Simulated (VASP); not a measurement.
# Sb (R-3m) in VASP: a series of runs

Runs on Sb. Level: r2SCAN. Tasks: single point, relaxation of cell and atoms.

Program: VASP 6.6.1. These are calculated values, not measurements. Logs are shortened: lines on timing, memory, paths and dates and some standing lists are left out, and cuts for length are marked.

## 1. The cell of the first run

It takes space group R-3m (No. 166, trigonal). Conventional cell: a = 4.341 Å, b = 4.341 Å, c = 11.613 Å, α = 90.00°, β = 90.00°, γ = 120.00°. Within 3.8 Å of Sb (site symmetry 3m) lie 6 Sb at 2.92 to 3.45 Å.

## 2. Single point, r2SCAN

POSCAR reads:

```
Sb
1.0
    2.1702662012      1.2530037755      3.8710709176
   -2.1702662012      1.2530037755      3.8710709176
    0.0000000000     -2.5060075510      3.8710709176
Sb
2
Direct
    0.2313873681      0.2313873681      0.2313873681
    0.7686126319      0.7686126319      0.7686126319
```

INCAR.step1 reads:

```
SYSTEM = Sb
ALGO = Normal
EDIFF = 1E-4
ENCUT = 520
GGA = PE
ISMEAR = 0
LASPH = .TRUE.
LCHARG = .FALSE.
LREAL = .FALSE.
LWAVE = .TRUE.
NBANDS = 12
NELM = 60
PREC = Accurate
SIGMA = 0.05
```

INCAR.step2 reads:

```
SYSTEM = Sb
ALGO = Normal
EDIFF = 1E-7
ENCUT = 520
ISIF = 2
ISMEAR = 0
ISTART = 1
LASPH = .TRUE.
LCHARG = .FALSE.
LMIXTAU = .TRUE.
LREAL = .FALSE.
LWAVE = .FALSE.
METAGGA = R2SCAN
NBANDS = 12
NELM = 60
PREC = Accurate
SIGMA = 0.05
```

KPOINTS reads:

```
k-points
0
G
  13 13 13
  0 0 0
```

Potentials or basis: VASP PAW PBE potentials, release 64 (Sb).

The run is started by

```bash
$ cat potpaw_PBE.64/Sb/POTCAR > POTCAR
$ cp INCAR.step1 INCAR
$ mpirun -np 1 vasp_std > vasp.out
$ cp INCAR.step2 INCAR
$ mpirun -np 1 vasp_std > vasp.out
```

OUTCAR:

```text
SYSTEM = Sb
   EDIFF = 1E-7
   ENCUT = 520
   ISIF = 2
   ISMEAR = 0
   ISTART = 1
   LASPH = .TRUE.
   LREAL = .FALSE.
   METAGGA = R2SCAN
   NELM = 60
   PREC = Accurate

 ion  position               nearest neighbor table
   1  0.231  0.231  0.231-   2 2.92   2 2.92   2 2.92   2 3.45   2 3.45   2 3.45
   2  0.769  0.769  0.769-   1 2.92   1 2.92   1 2.92   1 3.45   1 3.45   1 3.45

  LATTYP: Found a trigonal (rhomboedric) cell.
 ALAT       =     4.6114275333
 COS(alpha) =     0.5570188635

  Lattice vectors:

 A1 = (   2.1702662012,   1.2530037755,   3.8710709176)
 A2 = (  -2.1702662012,   1.2530037755,   3.8710709176)
 A3 = (   0.0000000000,  -2.5060075510,   3.8710709176)

Analysis of symmetry for initial positions (statically):
=====================================================================
 Subroutine PRICEL returns:
 Original cell was already a primitive cell.

 Routine SETGRP: Setting up the symmetry group for a
 trigonal (rhombohedral) supercell.

 Subroutine GETGRP returns: Found 12 space group operations
 (whereof 12 operations were pure point group operations)
 out of a pool of 12 trial point group operations.

The static configuration has the point symmetry D_3d.

Analysis of symmetry for dynamics (positions and initial velocities):
=====================================================================
 Subroutine PRICEL returns:
 Original cell was already a primitive cell.

 Routine SETGRP: Setting up the symmetry group for a
 trigonal (rhombohedral) supercell.

 Subroutine GETGRP returns: Found 12 space group operations
 (whereof 12 operations were pure point group operations)
 out of a pool of 12 trial point group operations.

The dynamic configuration has the point symmetry D_3d.

 Subroutine INISYM returns: Found 12 space group operations
 (whereof 12 operations are pure point group operations),
 and found     1 'primitive' translations

----------------------------------------------------------------------------------------

                                     Primitive cell

  volume of cell :      63.1608

  direct lattice vectors                    reciprocal lattice vectors
     2.170266201  1.253003776  3.871070918     0.230386484  0.133013699  0.086108816
    -2.170266201  1.253003776  3.871070918    -0.230386484  0.133013699  0.086108816
     0.000000000 -2.506007551  3.871070918     0.000000000 -0.266027397  0.086108816

  length of vectors
     4.611427533  4.611427533  4.611427533     0.279616352  0.279616352  0.279616352

  position of ions in fractional coordinates (direct lattice)
     0.231387368  0.231387368  0.231387368
     0.768612632  0.768612632  0.768612632

  ion indices of the primitive-cell ions
   primitive index   ion index
                 1           1
                 2           2

----------------------------------------------------------------------------------------

 KPOINTS: k-points

Automatic generation of k-mesh.
 Grid dimensions read from file:
 generate k-points for:   13   13   13

 Generating k-lattice:

  Cartesian coordinates                     Fractional coordinates (reciprocal lattice)
     0.017722037  0.010231823  0.006623755     0.076923077  0.000000000 -0.000000000
    -0.017722037  0.010231823  0.006623755     0.000000000  0.076923077 -0.000000000
     0.000000000 -0.020463646  0.006623755    -0.000000000 -0.000000000  0.076923077

  Length of vectors
     0.021508950  0.021508950  0.021508950

  Shift w.r.t. Gamma in fractional coordinates (k-lattice)
     0.000000000  0.000000000  0.000000000

 Subroutine IBZKPT returns following result:
 ===========================================

 Found    231 irreducible k-points:

 Following reciprocal coordinates:
            Coordinates               Weight
  0.000000  0.000000  0.000000      1.000000
  0.076923  0.000000  0.000000      6.000000
  0.153846 -0.000000  0.000000      6.000000
  0.230769  0.000000  0.000000      6.000000
  0.307692 -0.000000  0.000000      6.000000
  0.384615  0.000000  0.000000      6.000000
[... 16 lines left out ...]
  0.384615  0.153846 -0.000000     12.000000
  0.461538  0.153846 -0.000000     12.000000
 [... further k-points ...]
   k-points           NKPTS =    231   k-points in BZ     NKDIM =    231   number of bands    NBANDS=     12
   number of dos      NEDOS =    301   number of ions     NIONS =      2
   total plane-waves  NPLWV =  46656
   dimension x,y,z NGX =    36 NGY =   36 NGZ =   36
   dimension x,y,z NGXF=    72 NGYF=   72 NGZF=   72
   ions per type =               2
   NGX,Y,Z   is equivalent  to a cutoff of  12.98, 12.98, 12.98 a.u.
   NGXF,Y,Z  is equivalent  to a cutoff of  25.96, 25.96, 25.96 a.u.
 SYSTEM =  Sb
   PREC   = accura    normal or accurate (medium, high low for compatibility)
   ISTART =      1    job   : 0-new  1-cont  2-samecut
   ICHARG =      0    charge: 1-file 2-atom 10-const
   ISPIN  =      1    spin polarized calculation?
   LNONCOLLINEAR =      F non collinear calculations
   LSORBIT =      F    spin-orbit coupling
   LASPH  =      T    aspherical Exc in radial PAW
   ENCUT  =  520.0 eV  38.22 Ry    6.18 a.u.   8.57  8.57  8.57*2*pi/ulx,y,z
   NELM   =     60;   NELMIN=  2; NELMDL=  0     # of ELM steps
   EDIFF  = 0.1E-06   stopping-criterion for ELM
   LREAL  =      F    real-space projection
   EDIFFG = 0.1E-05   stopping-criterion for IOM
   NSW    =      0    number of steps for IOM
   IBRION =     -1    ionic relax: 0-MD 1-quasi-New 2-CG
   NFREE  =      0    steps in history (QN), initial steepest desc. (CG)
   ISIF   =      2    stress and relaxation
   ISYM   =      2    0-nonsym 1-usesym 2-fastsym
   POTIM  = 0.5000    time-step for ionic-motion
   TEBEG  =    0.0;   TEEND  =   0.0 temperature during run
   PSTRESS=    0.0 pullay stress
   NELECT =      10.0000    total number of electrons
   NUPDOWN=      -1.0000    fix difference up-down
   EMIN   =  10.00;   EMAX   =-10.00  energy-range for DOS
   EFERMI =   0.00;   METHOD = LEGACY
   ISMEAR =     0;   SIGMA  =   0.05  broadening in eV -4-tet -1-fermi 0-gaus
   EFERMI_NEDOS =   21; number of points for ismear=-14 and -15
   IALGO  =     38    algorithm
   IMIX   =      4    mixing-type and parameters
     AMIX     =   0.40;   BMIX     =  1.00
     AMIX_MAG =   1.60;   BMIX_MAG =  1.00
  volume/ion in A,a.u.               =      31.58       213.12
  Fermi-wavevector in a.u.,A,eV,Ry     =   0.885643  1.673623 10.671924  0.784364
  Thomas-Fermi vector in A             =   2.006704
   LORBIT       =      0    0 simple, 1 ext, 2 COOP (PROOUT), +10 PAW based schemes
   METAGGA = R2SCAN    functional components
   LHFCALC =     F    Hartree Fock is set to
   AEXX    =    0.0000 exact exchange contribution
   IVDW    =     0    specifies the selected vdW correction
   LEPSILON=     F    determine dielectric tensor
   LRPA    =     F    only Hartree local field effects (RPA)
 non-spin polarized calculation
 Gauss-broadening in eV      SIGMA  =   0.05
  energy-cutoff  :      520.00
  volume of cell :       63.16
 maximum number of plane-waves:      1719
   NGX = 17   NGY = 17   NGZ = 17

 number of electron      10.0000000 magnetization

 Free energy of the ion-electron system (eV)
  ---------------------------------------------------
  ext. energy  EPLUGINS =         0.00000000
  ---------------------------------------------------
  free energy    TOTEN  =       -51.39240165 eV

  energy without entropy =      -51.39223656  energy(sigma->0) =      -51.39231910

 E-fermi :   6.8320     XC(G=0):  -9.7793

 val. band max:        6.8147607334   @ k =   0.3846   0.1538   0.1538
 cond. band min:       6.8680780341   @ k =   0.3846   0.2308   0.2308
 fundamental gap:      0.0533173007
 Fermi energy:         6.8320301990

 k-point     1 :       0.0000    0.0000    0.0000
  band No.  band energies     occupation
      1      -6.3472      2.00000
      2       1.6599      2.00000
      3       4.4794      2.00000
      4       4.8007      2.00000
      5       4.8007      2.00000
      6       8.6237      0.00000
      7       9.3553      0.00000
      8       9.3553      0.00000
      9      12.2997      0.00000
     10      12.2997      0.00000
     11      12.5195      0.00000
     12      13.8874      0.00000

 k-point     2 :       0.0769    0.0000    0.0000
  band No.  band energies     occupation
      1      -6.2807      2.00000
      2       1.3664      2.00000
      3       4.5154      2.00000
      4       4.7761      2.00000
      5       4.8821      2.00000
      6       8.6505      0.00000
      7       9.1941      0.00000
      8       9.2310      0.00000
      9      11.9445      0.00000
     10      12.2706      0.00000
     11      12.2902      0.00000
     12      14.3323      0.00000

 k-point     3 :       0.1538   -0.0000    0.0000
  band No.  band energies     occupation
      1      -6.0820      2.00000
      2       0.6466      2.00000
      3       4.5130      2.00000
      4       4.7130      2.00000
      5       5.1348      2.00000
      6       8.5276      0.00000
      7       8.8330      0.00000
      8       8.8853      0.00000
      9      11.6347      0.00000
     10      12.1553      0.00000
     11      12.4463      0.00000
     12      15.3348      0.00000
[... 286 lines left out ...]
 k-point    23 :       0.3846    0.1538   -0.0000
  band No.  band energies     occupation
      1      -4.9694      2.00000
      2      -1.4924      2.00000
      3       3.4189      2.00000
      4       3.8449      2.00000
      5       5.0639      2.00000
      6       8.4039      0.00000
      7       8.8611      0.00000
      8       9.1992      0.00000
      9      11.4509      0.00000
     10      14.3408      0.00000
     11      15.3233      0.00000
     12      16.5595      0.00000

 k-point    24 :       0.4615    0.1538   -0.0000
  band No.  band energies     occupation
      1      -4.4028      2.00000
      2      -2.3271      2.00000
      3       3.2485      2.00000
      4       3.9105      2.00000
      5       4.9552      2.00000
      6       8.3396      0.00000
      7       8.3595      0.00000
      8       9.2236      0.00000
      9      12.3564      0.00000
     10      15.1269      0.00000
     11      15.4387      0.00000
     12      16.5496      0.00000

 [... further k-points ...]

------------------------ aborting loop because EDIFF is reached ----------------------------------------

  FORCE on cell =-STRESS in cart. coord.  units (eV):
  Direction    XX          YY          ZZ          XY          YZ          ZX
  --------------------------------------------------------------------------------------
  -------------------------------------------------------------------------------------
  Total        0.0518309      0.0518309      0.0288630      0.0000000      0.0000000      0.0000000
  in kB        1.3147766      1.3147766      0.7321570      0.0000000      0.0000000      0.0000000
  external PRESSURE =       1.1205701 kB  Pullay stress =       0.0000000 kB

 VOLUME and BASIS-vectors are now :
 -----------------------------------------------------------------------------
  energy-cutoff  :      520.00
  volume of cell :       63.16
      direct lattice vectors                 reciprocal lattice vectors
     2.170266201  1.253003776  3.871070918     0.230386484  0.133013699  0.086108816
    -2.170266201  1.253003776  3.871070918    -0.230386484  0.133013699  0.086108816
     0.000000000 -2.506007551  3.871070918     0.000000000 -0.266027397  0.086108816

 POSITION                                       TOTAL-FORCE (eV/Angst)
 -----------------------------------------------------------------------------------
      0.00000      0.00000      2.68715         0.000000      0.000000      0.055615
      0.00000      0.00000      8.92606         0.000000      0.000000     -0.055615
 -----------------------------------------------------------------------------------
    total drift:                                0.000000      0.000000      0.000000

  FREE ENERGIE OF THE ION-ELECTRON SYSTEM (eV)
  ---------------------------------------------------
  free  energy   TOTEN  =       -51.3924016461 eV

  energy  without entropy=      -51.3922365604  energy(sigma->0) =      -51.39231910
```

Run time: 4.2 min. Hardware: 1 thread of Intel Xeon 6975P-C (Granite Rapids), shared host; peak memory 0.32 GiB.

Results:

* Free energy: -51.3924 eV
* Pressure: 0.1 GPa
* Largest force: 0.056 eV/Å
* Band gap on the k mesh: zero (bands 5 and 6 overlap by 0.14 eV)

Forces on the atoms (eV/Å):
```
Sb   0.000  0.000  0.056
Sb   0.000  0.000 -0.056
```

Levels at points of the mesh, in eV from the Fermi level:
```csv
k point,band 3,band 4,band 5,band 6,band 7,band 8
"(0.00, 0.00, 0.00)",-2.35,-2.03,-2.03,1.79,2.52,2.52
```

Caveat: the PAW data sets were made with another functional, which shifts forces and pressure a little; spin-orbit coupling is left out, which moves the levels of the heavy elements.

## 3. Relaxation of cell and atoms, r2SCAN

This run uses another cell than the first one, of 30.21 Å³/atom.

POSCAR reads:

```
Sb
1.0
    2.1542000000      1.2437279500      3.7580000000
   -2.1542000000      1.2437279500      3.7580000000
    0.0000000000     -2.4874559000      3.7580000000
Sb
2
Direct
    0.2334900000      0.2334900000      0.2334900000
    0.7665100000      0.7665100000      0.7665100000
```

INCAR.step1 reads:

```
SYSTEM = Sb
PREC = Accurate
ENCUT = 600
ISMEAR = 0
SIGMA = 0.05
LREAL = .FALSE.
LASPH = .TRUE.
NELM = 100
GGA = PE
ALGO = Normal
EDIFF = 1E-4
LWAVE = .TRUE.
LCHARG = .FALSE.
```

INCAR.step2 reads:

```
SYSTEM = Sb
PREC = Accurate
ENCUT = 600
EDIFF = 1E-6
ISMEAR = 0
SIGMA = 0.05
LREAL = .FALSE.
LASPH = .TRUE.
NELM = 100
ALGO = Normal
ISIF = 3
LWAVE = .FALSE.
LCHARG = .FALSE.
METAGGA = R2SCAN
LMIXTAU = .TRUE.
IBRION = 2
NSW = 80
EDIFFG = -0.03
ISTART = 1
```

KPOINTS reads:

```
regular mesh
0
G
  13 13 13
  0 0 0
```

Potentials or basis: VASP PAW PBE potentials, release 64 (Sb).

The run is started by

```bash
$ cat potpaw_PBE.64/Sb/POTCAR > POTCAR
$ cp INCAR.step1 INCAR
$ mpirun -np 1 vasp_std > vasp.out
$ cp INCAR.step2 INCAR
$ mpirun -np 1 vasp_std > vasp.out
```

OUTCAR:

```text
SYSTEM = Sb
   PREC = Accurate
   ENCUT = 600
   EDIFF = 1E-6
   ISMEAR = 0
   LREAL = .FALSE.
   LASPH = .TRUE.
   NELM = 100
   ISIF = 3
   METAGGA = R2SCAN
   IBRION = 2
   NSW = 80
   EDIFFG = -0.03
   ISTART = 1

 ion  position               nearest neighbor table
   1  0.233  0.233  0.233-   2 2.91   2 2.91   2 2.91   2 3.35   2 3.35   2 3.35
   2  0.767  0.767  0.767-   1 2.91   1 2.91   1 2.91   1 3.35   1 3.35   1 3.35

  LATTYP: Found a trigonal (rhomboedric) cell.
 ALAT       =     4.5066618304
 COS(alpha) =     0.5430253623

  Lattice vectors:

 A1 = (   2.1542000000,   1.2437279500,   3.7580000000)
 A2 = (  -2.1542000000,   1.2437279500,   3.7580000000)
 A3 = (   0.0000000000,  -2.4874559000,   3.7580000000)

Analysis of symmetry for initial positions (statically):
=====================================================================
 Subroutine PRICEL returns:
 Original cell was already a primitive cell.

 Routine SETGRP: Setting up the symmetry group for a
 trigonal (rhombohedral) supercell.

 Subroutine GETGRP returns: Found 12 space group operations
 (whereof 12 operations were pure point group operations)
 out of a pool of 12 trial point group operations.
[... 171 lines left out ...]
  -------------------------------------------------------------------------------------
  Total        0.7064525      0.7064525      0.6538065      0.0000000      0.0000000      0.0000000
  in kB       18.7358804     18.7358804     17.3396516      0.0000000      0.0000000      0.0000000
  external PRESSURE =      18.2704708 kB  Pullay stress =       0.0000000 kB
[... 203 lines left out ...]
--------------------------------------- Ionic step        7  -------------------------------------------

 number of electron      10.0000000 magnetization

 Free energy of the ion-electron system (eV)
  ---------------------------------------------------
  ext. energy  EPLUGINS =         0.00000000
  ---------------------------------------------------
  free energy    TOTEN  =       -51.39280115 eV

  energy without entropy =      -51.39264911  energy(sigma->0) =      -51.39272513

 E-fermi :   6.8504     XC(G=0):  -9.8017

 val. band max:        6.8323306840   @ k =   0.3846   0.1538   0.1538
 cond. band min:       6.8720594298   @ k =   0.3846   0.2308   0.2308
 fundamental gap:      0.0397287459
 Fermi energy:         6.8504410538

 k-point     1 :       0.0000    0.0000    0.0000
  band No.  band energies     occupation
      1      -6.3118      2.00000
      2       1.7243      2.00000
      3       4.5454      2.00000
      4       4.8179      2.00000
      5       4.8179      2.00000
      6       8.7358      0.00000
      7       9.4255      0.00000
      8       9.4255      0.00000
      9      12.2769      0.00000
[... 265 lines left out ...]
 k-point    24 :       0.4615    0.1538    0.0000
  band No.  band energies     occupation
      1      -4.3598      2.00000
      2      -2.3065      2.00000
      3       3.3112      2.00000
      4       3.9944      2.00000
      5       4.9590      2.00000
      6       8.3634      0.00000
      7       8.4265      0.00000
      8       9.2521      0.00000
      9      12.3637      0.00000

 [... further k-points ...]
[... 5 lines left out ...]
  --------------------------------------------------------------------------------------
  -------------------------------------------------------------------------------------
  Total       -0.0330998     -0.0330998      0.0186400      0.0000000      0.0000000      0.0000000
  in kB       -0.8426798     -0.8426798      0.4745523      0.0000000      0.0000000      0.0000000
  external PRESSURE =      -0.4036024 kB  Pullay stress =       0.0000000 kB
[... 17 lines left out ...]
  FREE ENERGIE OF THE ION-ELECTRON SYSTEM (eV)
  ---------------------------------------------------
  free  energy   TOTEN  =       -51.3928011464 eV

  energy  without entropy=      -51.3926491098  energy(sigma->0) =      -51.39272513

 reached required accuracy - stopping structural energy minimisation
```

Run time: 62 min. Hardware: 1 thread of Oxide Virtual Turin-like, shared host; peak memory 0.31 GiB.

What came out:

```
Free energy                           : -51.3928 eV
Relaxed volume                        : 31.47 Å³/atom
Relaxed cell                          : a = 4.589 Å, b = 4.589 Å, c = 4.589 Å, α = 56.58°, β = 56.58°, γ = 56.58°
Space group after relaxing (to 0.1 Å) : R-3m (No. 166)
Energy gained by relaxing             : 6.0 meV/atom
Ionic steps                           : 7
Pressure after relaxing               : 0.0 GPa
Band gap on the k mesh                : zero (bands 5 and 6 overlap by 0.11 eV)
```

Step by step:
| step | energy change (eV) | largest force (eV/Å) | pressure (GPa) | volume (Å³) |
| --- | --- | --- | --- | --- |
| 1 | 0.0000 | 0.0876 | 1.83 | 60.41 |
| 2 | -0.0047 | 0.2130 | -1.13 | 63.47 |
| 3 | -0.0098 | 0.0908 | 0.05 | 62.15 |
| 4 | -0.0106 | 0.0663 | 0.04 | 62.29 |
| 5 | -0.0116 | 0.0059 | 0.03 | 62.63 |
| 6 | -0.0117 | 0.0210 | 0.03 | 62.77 |
| 7 | -0.0120 | 0.0015 | -0.04 | 62.93 |

Final structure:
```
Sb
1.0
     2.17492    1.25569    3.84058
    -2.17492    1.25569    3.84058
     0.00000   -2.51138    3.84058
Sb
2
Direct
  0.23215 0.23215 0.23215
  0.76785 0.76785 0.76785
```

Levels at points of the mesh, in eV from the Fermi level:
```
           k point  band 2  band 3  band 4  band 5  band 6  band 7  band 8  band 9
(0.00, 0.00, 0.00)   -5.13   -2.31   -2.03   -2.03    1.89    2.58    2.58    5.43
```

Caveat: the PAW data sets were made with another functional, which shifts forces and pressure a little; spin-orbit coupling is left out, which moves the levels of the heavy elements.

The gap in the log of VASP goes by the Fermi energy; the results here count the filled bands.